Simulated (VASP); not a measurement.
A run of VASP 6.6.1 is set up as follows.

File INCAR:

```
SYSTEM = SnGe3O8
PREC     = Accurate       ! precision mode
ENCUT    = 600            ! plane-wave cutoff, eV
EDIFF    = 1E-6           ! SCF threshold, eV
ISMEAR   = 0              ! smearing method
SIGMA    = 0.02           ! smearing width, eV
LREAL    = .False.        ! projectors in reciprocal space
LASPH    = .True.         ! aspherical terms in the spheres
NELM     = 120            ! most SCF steps
ALGO     = Normal         ! electronic algorithm
ISIF     = 2              ! what is computed and relaxed
LWAVE    = .False.        ! write WAVECAR
LCHARG   = .False.        ! write CHGCAR
GGA      = CA             ! functional
NBANDS   = 64             ! bands
GGA_COMPAT= .False.
```

The input KPOINTS:

```
Automatic mesh
0
Gamma
  6 6 6
  0 0 0
```

The input POSCAR:

```
SnGe3O8
1.0
   -2.9928370000      3.2147360000      3.2648520000
    2.9928370000     -3.2147360000      3.2648520000
    2.9928370000      3.2147360000     -3.2648520000
Sn Ge O
1 3 8
Direct
    0.0000000000      0.5000000000      0.5000000000
    0.0000000000      0.0000000000      0.0000000000
    0.5000000000      0.7525850000      0.2525850000
    0.5000000000      0.2474150000      0.7474150000
    0.6881050000      0.6881050000      0.0000000000
    0.6849590000      0.1849590000      0.5000000000
    0.8014140000      0.7663280000      0.5677420000
    0.8014140000      0.2336720000      0.0350860000
    0.3118950000      0.3118950000      0.0000000000
    0.3150410000      0.8150410000      0.5000000000
    0.1985860000      0.7663280000      0.9649140000
    0.1985860000      0.2336720000      0.4322580000
```

Potentials or basis: VASP PAW LDA potentials, release 64 (Sn_d, Ge_d, O).

The run is started by

```sh
$ cat potpaw_LDA.64/Sn_d/POTCAR potpaw_LDA.64/Ge_d/POTCAR potpaw_LDA.64/O/POTCAR > POTCAR
$ mpirun -np 1 vasp_std > vasp.out
```

(1) What does it give for the band gap on the k mesh?

(2) Estimate the pressure.

(3) Predict the largest force.

## Answers

(1) 0.81 eV.

(2) -11.7 GPa.

(3) 0.125 eV/Å.

Caveat: the cell stands under tension; spin-orbit coupling is left out, which moves the levels of the heavy elements.
